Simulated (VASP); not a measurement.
# GaAs (F-43m) in VASP: further runs

Runs on GaAs. Level: LDA. Tasks: single point, relaxation of cell and atoms.

Program: VASP 6.6.1. These are calculated values, not measurements. Logs are shortened: lines on timing, memory, paths and dates and some standing lists are left out, and cuts for length are marked.

## (1) The cell of the first run

Symmetry: F-43m, No. 216, cubic system. The conventional cell has a = 5.579 Å, b = 5.579 Å, c = 5.579 Å, α = 90.00°, β = 90.00°, γ = 90.00°. Ga (site symmetry -43m) has 4 As at 2.42 Å within 3.2 Å. Within 3.2 Å of As (site symmetry -43m) lie 4 Ga at 2.42 Å.

## (2) Single point, LDA

Input file INCAR:

```
SYSTEM = GaAs
PREC     = Accurate       ! precision mode
ENCUT    = 520            ! plane-wave cutoff, eV
EDIFF    = 1E-6           ! SCF threshold, eV
ISMEAR   = 0              ! smearing method
SIGMA    = 0.01           ! smearing width, eV
LREAL    = .FALSE.        ! projectors in reciprocal space
LASPH    = .TRUE.         ! aspherical terms in the spheres
NELM     = 80             ! most SCF steps
ALGO     = Normal         ! electronic algorithm
ISIF     = 2              ! what is computed and relaxed
LWAVE    = .FALSE.        ! write WAVECAR
LCHARG   = .FALSE.        ! write CHGCAR
NBANDS   = 16             ! bands
```

Input file KPOINTS:

```
Automatic mesh
0
G
  12 12 12
  0 0 0
```

Input file POSCAR:

```
GaAs
1.0
    0.0000000000      2.7894087883      2.7894087883
    2.7894087883      0.0000000000      2.7894087883
    2.7894087883      2.7894087883      0.0000000000
Ga As
1 1
Direct
    0.0000000000      0.0000000000      0.0000000000
    0.7500000000      0.7500000000      0.7500000000
```

Potentials or basis: VASP PAW LDA potentials, release 64 (Ga_d, As).

On the command line:

```bash
> cat potpaw_LDA.64/Ga_d/POTCAR potpaw_LDA.64/As/POTCAR > POTCAR
> mpirun -np 1 vasp_std > vasp.out
```

OUTCAR:

```text
SYSTEM = GaAs
   PREC = Accurate
   ENCUT = 520
   EDIFF = 1E-6
   ISMEAR = 0
   LREAL = .FALSE.
   LASPH = .TRUE.
   NELM = 80
   ISIF = 2

 ion  position               nearest neighbor table
   1  0.000  0.000  0.000-   2 2.42   2 2.42   2 2.42   2 2.42
   2  0.750  0.750  0.750-   1 2.42   1 2.42   1 2.42   1 2.42

  LATTYP: Found a face centered cubic cell.
 ALAT       =     5.5788175766

  Lattice vectors:

 A1 = (   0.0000000000,   2.7894087883,   2.7894087883)
 A2 = (   2.7894087883,   0.0000000000,   2.7894087883)
 A3 = (   2.7894087883,   2.7894087883,   0.0000000000)

Analysis of symmetry for initial positions (statically):
=====================================================================
 Subroutine PRICEL returns:
 Original cell was already a primitive cell.

 Routine SETGRP: Setting up the symmetry group for a
 face centered cubic supercell.

 Subroutine GETGRP returns: Found 24 space group operations
 (whereof 24 operations were pure point group operations)
 out of a pool of 48 trial point group operations.

The static configuration has the point symmetry T_d .

Analysis of symmetry for dynamics (positions and initial velocities):
=====================================================================
 Subroutine PRICEL returns:
 Original cell was already a primitive cell.

 Routine SETGRP: Setting up the symmetry group for a
 face centered cubic supercell.

 Subroutine GETGRP returns: Found 24 space group operations
 (whereof 24 operations were pure point group operations)
 out of a pool of 48 trial point group operations.

The dynamic configuration has the point symmetry T_d .

 Subroutine INISYM returns: Found 24 space group operations
 (whereof 24 operations are pure point group operations),
 and found     1 'primitive' translations

----------------------------------------------------------------------------------------

                                     Primitive cell

  volume of cell :      43.4077

  direct lattice vectors                    reciprocal lattice vectors
     0.000000000  2.789408788  2.789408788    -0.179249453  0.179249453  0.179249453
     2.789408788  0.000000000  2.789408788     0.179249453 -0.179249453  0.179249453
     2.789408788  2.789408788  0.000000000     0.179249453  0.179249453 -0.179249453

  length of vectors
     3.944819739  3.944819739  3.944819739     0.310469160  0.310469160  0.310469160

  position of ions in fractional coordinates (direct lattice)
     0.000000000  0.000000000  0.000000000
     0.750000000  0.750000000  0.750000000

  ion indices of the primitive-cell ions
   primitive index   ion index
                 1           1
                 2           2

----------------------------------------------------------------------------------------

 KPOINTS: Automatic mesh

Automatic generation of k-mesh.
 Grid dimensions read from file:
 generate k-points for:   12   12   12

 Generating k-lattice:

  Cartesian coordinates                     Fractional coordinates (reciprocal lattice)
    -0.014937454  0.014937454  0.014937454     0.083333333  0.000000000  0.000000000
     0.014937454 -0.014937454  0.014937454     0.000000000  0.083333333  0.000000000
     0.014937454  0.014937454 -0.014937454     0.000000000  0.000000000  0.083333333

  Length of vectors
     0.025872430  0.025872430  0.025872430

  Shift w.r.t. Gamma in fractional coordinates (k-lattice)
     0.000000000  0.000000000  0.000000000

 Subroutine IBZKPT returns following result:
 ===========================================

 Found     72 irreducible k-points:

 Following reciprocal coordinates:
            Coordinates               Weight
  0.000000  0.000000  0.000000      1.000000
  0.083333  0.000000  0.000000      8.000000
  0.166667  0.000000  0.000000      8.000000
  0.250000  0.000000  0.000000      8.000000
  0.333333  0.000000  0.000000      8.000000
  0.416667  0.000000  0.000000      8.000000
[... 16 lines left out ...]
  0.500000  0.166667  0.000000     24.000000
 -0.416667  0.166667  0.000000     24.000000
 [... further k-points ...]
   k-points           NKPTS =     72   k-points in BZ     NKDIM =     72   number of bands    NBANDS=     16
   number of dos      NEDOS =    301   number of ions     NIONS =      2
   total plane-waves  NPLWV =  27000
   dimension x,y,z NGX =    30 NGY =   30 NGZ =   30
   dimension x,y,z NGXF=    60 NGYF=   60 NGZF=   60
   ions per type =               1   1
   NGX,Y,Z   is equivalent  to a cutoff of  12.64, 12.64, 12.64 a.u.
   NGXF,Y,Z  is equivalent  to a cutoff of  25.29, 25.29, 25.29 a.u.
 SYSTEM =  GaAs
   PREC   = accura    normal or accurate (medium, high low for compatibility)
   ISTART =      0    job   : 0-new  1-cont  2-samecut
   ICHARG =      2    charge: 1-file 2-atom 10-const
   ISPIN  =      1    spin polarized calculation?
   LNONCOLLINEAR =      F non collinear calculations
   LSORBIT =      F    spin-orbit coupling
   LASPH  =      T    aspherical Exc in radial PAW
   ENCUT  =  520.0 eV  38.22 Ry    6.18 a.u.   7.33  7.33  7.33*2*pi/ulx,y,z
   NELM   =     80;   NELMIN=  2; NELMDL= -5     # of ELM steps
   EDIFF  = 0.1E-05   stopping-criterion for ELM
   LREAL  =      F    real-space projection
   EDIFFG = 0.1E-04   stopping-criterion for IOM
   NSW    =      0    number of steps for IOM
   IBRION =     -1    ionic relax: 0-MD 1-quasi-New 2-CG
   NFREE  =      0    steps in history (QN), initial steepest desc. (CG)
   ISIF   =      2    stress and relaxation
   ISYM   =      2    0-nonsym 1-usesym 2-fastsym
   POTIM  = 0.5000    time-step for ionic-motion
   TEBEG  =    0.0;   TEEND  =   0.0 temperature during run
   PSTRESS=    0.0 pullay stress
   NELECT =      18.0000    total number of electrons
   NUPDOWN=      -1.0000    fix difference up-down
   EMIN   =  10.00;   EMAX   =-10.00  energy-range for DOS
   EFERMI =   0.00;   METHOD = LEGACY
   ISMEAR =     0;   SIGMA  =   0.01  broadening in eV -4-tet -1-fermi 0-gaus
   EFERMI_NEDOS =   21; number of points for ismear=-14 and -15
   IALGO  =     38    algorithm
   IMIX   =      4    mixing-type and parameters
     AMIX     =   0.40;   BMIX     =  1.00
     AMIX_MAG =   1.60;   BMIX_MAG =  1.00
  volume/ion in A,a.u.               =      21.70       146.46
  Fermi-wavevector in a.u.,A,eV,Ry     =   1.220797  2.306972 20.277384  1.490346
  Thomas-Fermi vector in A             =   2.356002
   LORBIT       =      0    0 simple, 1 ext, 2 COOP (PROOUT), +10 PAW based schemes
   GGA     = CA    functional components
   LHFCALC =     F    Hartree Fock is set to
   AEXX    =    0.0000 exact exchange contribution
   IVDW    =     0    specifies the selected vdW correction
   LEPSILON=     F    determine dielectric tensor
   LRPA    =     F    only Hartree local field effects (RPA)
 non-spin polarized calculation
 Gauss-broadening in eV      SIGMA  =   0.01
  energy-cutoff  :      520.00
  volume of cell :       43.41
 maximum number of plane-waves:      1211
 NGX is ok and might be reduce to    30
   NGX = 15   NGY = 15   NGZ = 15

 number of electron      18.0000015 magnetization

 Free energy of the ion-electron system (eV)
  ---------------------------------------------------
  ext. energy  EPLUGINS =         0.00000000
  ---------------------------------------------------
  free energy    TOTEN  =        -9.63903823 eV

  energy without entropy =       -9.63903823  energy(sigma->0) =       -9.63903823

 E-fermi :   4.2796     XC(G=0): -10.0901

 val. band max:        4.1901569099   @ k =   0.0000   0.0000   0.0000
 cond. band min:       4.8267327514   @ k =   0.0000   0.0000   0.0000
 fundamental gap:      0.6365758415
 Fermi energy:         4.2796345626

 k-point     1 :       0.0000    0.0000    0.0000
  band No.  band energies     occupation
      1     -10.8149      2.00000
      2     -10.8149      2.00000
      3     -10.8149      2.00000
      4     -10.7265      2.00000
      5     -10.7265      2.00000
      6      -8.8683      2.00000
[... 8 lines left out ...]
     15      14.4630      0.00000
     16      14.4630      0.00000

 k-point     2 :       0.0833    0.0000    0.0000
  band No.  band energies     occupation
      1     -10.8222      2.00000
      2     -10.8130      2.00000
      3     -10.8130      2.00000
      4     -10.7266      2.00000
      5     -10.7266      2.00000
      6      -8.7816      2.00000
[... 8 lines left out ...]
     15      13.8572      0.00000
     16      13.8572      0.00000

 k-point     3 :       0.1667    0.0000    0.0000
  band No.  band energies     occupation
      1     -10.8410      2.00000
      2     -10.8082      2.00000
      3     -10.8082      2.00000
      4     -10.7268      2.00000
      5     -10.7268      2.00000
      6      -8.5291      2.00000
[... 8 lines left out ...]
     15      13.2749      0.00000
     16      13.2749      0.00000

 k-point     4 :       0.2500    0.0000    0.0000
  band No.  band energies     occupation
      1     -10.8644      2.00000
      2     -10.8022      2.00000
      3     -10.8022      2.00000
      4     -10.7262      2.00000
      5     -10.7262      2.00000
      6      -8.1344      2.00000
[... 8 lines left out ...]
     15      13.2595      0.00000
     16      13.2595      0.00000
[... 324 lines left out ...]
 k-point    22 :       0.4167    0.1667    0.0000
  band No.  band energies     occupation
      1     -10.9023      2.00000
      2     -10.7895      2.00000
      3     -10.7852      2.00000
      4     -10.7344      2.00000
      5     -10.7196      2.00000
      6      -7.2278      2.00000
[... 8 lines left out ...]
     15      15.2356      0.00000
     16      16.1360      0.00000

 k-point    23 :       0.5000    0.1667    0.0000
  band No.  band energies     occupation
      1     -10.9098      2.00000
      2     -10.7886      2.00000
      3     -10.7838      2.00000
      4     -10.7311      2.00000
      5     -10.7207      2.00000
      6      -6.8412      2.00000
[... 8 lines left out ...]
     15      15.8510      0.00000
     16      16.2336      0.00000

 k-point    24 :      -0.4167    0.1667    0.0000
  band No.  band energies     occupation
      1     -10.9098      2.00000
      2     -10.7889      2.00000
      3     -10.7848      2.00000
      4     -10.7276      2.00000
      5     -10.7235      2.00000
      6      -6.7775      2.00000
[... 8 lines left out ...]
     15      14.6636      0.00000
     16      15.3527      0.00000

 [... further k-points ...]

------------------------ aborting loop because EDIFF is reached ----------------------------------------

  FORCE on cell =-STRESS in cart. coord.  units (eV):
  Direction    XX          YY          ZZ          XY          YZ          ZX
  --------------------------------------------------------------------------------------
  -------------------------------------------------------------------------------------
  Total        0.3649808      0.3649808      0.3649808      0.0000000      0.0000000     -0.0000000
  in kB       13.4714429     13.4714429     13.4714429      0.0000000      0.0000000     -0.0000000
  external PRESSURE =      13.4714429 kB  Pullay stress =       0.0000000 kB

 VOLUME and BASIS-vectors are now :
 -----------------------------------------------------------------------------
  energy-cutoff  :      520.00
  volume of cell :       43.41
      direct lattice vectors                 reciprocal lattice vectors
     0.000000000  2.789408788  2.789408788    -0.179249453  0.179249453  0.179249453
     2.789408788  0.000000000  2.789408788     0.179249453 -0.179249453  0.179249453
     2.789408788  2.789408788  0.000000000     0.179249453  0.179249453 -0.179249453

 POSITION                                       TOTAL-FORCE (eV/Angst)
 -----------------------------------------------------------------------------------
      0.00000      0.00000      0.00000        -0.000000     -0.000000     -0.000000
      4.18411      4.18411      4.18411         0.000000      0.000000      0.000000
 -----------------------------------------------------------------------------------
    total drift:                                0.000000      0.000000      0.000000

  FREE ENERGIE OF THE ION-ELECTRON SYSTEM (eV)
  ---------------------------------------------------
  free  energy   TOTEN  =        -9.6390382310 eV

  energy  without entropy=       -9.6390382310  energy(sigma->0) =       -9.63903823
```

It took 37 s on 1 thread of Intel Xeon Platinum 8259CL at 2.50GHz (Skylake/Cascade Lake), shared host; peak memory 0.18 GiB.

Results:

* Free energy: -9.6390 eV
* Pressure: 1.3 GPa
* Band gap on the k mesh: 0.64 eV, direct

(Continued in part 2 of 2.)
